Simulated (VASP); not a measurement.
CuAs, 4 atoms in the cell. The structure is hexagonal, space group P6_3/mmc (No. 194). Conventional cell: a = 3.603 Å, b = 3.603 Å, c = 4.858 Å, α = 90.00°, β = 90.00°, γ = 120.00°. Within 3.2 Å of Cu (site symmetry -3m) lie 6 As at 2.41 Å and 2 Cu at 2.43 Å. As (site symmetry -6m2) has 6 Cu at 2.41 Å and 6 As at 3.20 Å within 3.2 Å. 

| Item | Value |
| --- | --- |
| Program | VASP 6.6.1 |
| Task | single point |
| Functional | LDA |
| Potentials or basis | VASP PAW LDA potentials, release 64 (Cu, As) |
| Cutoff | 520 eV |
| k mesh | 12 × 12 × 8 |
| Occupations | gaussian, width 0.15 eV |
| Spin | no spin polarisation |
| Dipole correction | no |
| Further INCAR settings | ALGO = Normal; EDIFF = 1e-07; NBANDS = 24 |

Potentials or basis: VASP PAW LDA potentials, release 64 (Cu, As).

The run is started by

```console
$ cat potpaw_LDA.64/Cu/POTCAR potpaw_LDA.64/As/POTCAR > POTCAR
$ mpirun -np 1 vasp_std > vasp.out
```

Hardware: 1 thread of Intel(R) Xeon(R) 6975P-C (Granite Rapids), with other jobs on the host.

**Question.** Estimate the wall time of this run.

**Answer.** Wall time 54 s on 1 thread of Intel(R) Xeon(R) 6975P-C (Granite Rapids), with other jobs on the host, peak memory 0.23 GiB. Counts: scf iterations 15, k points 95.
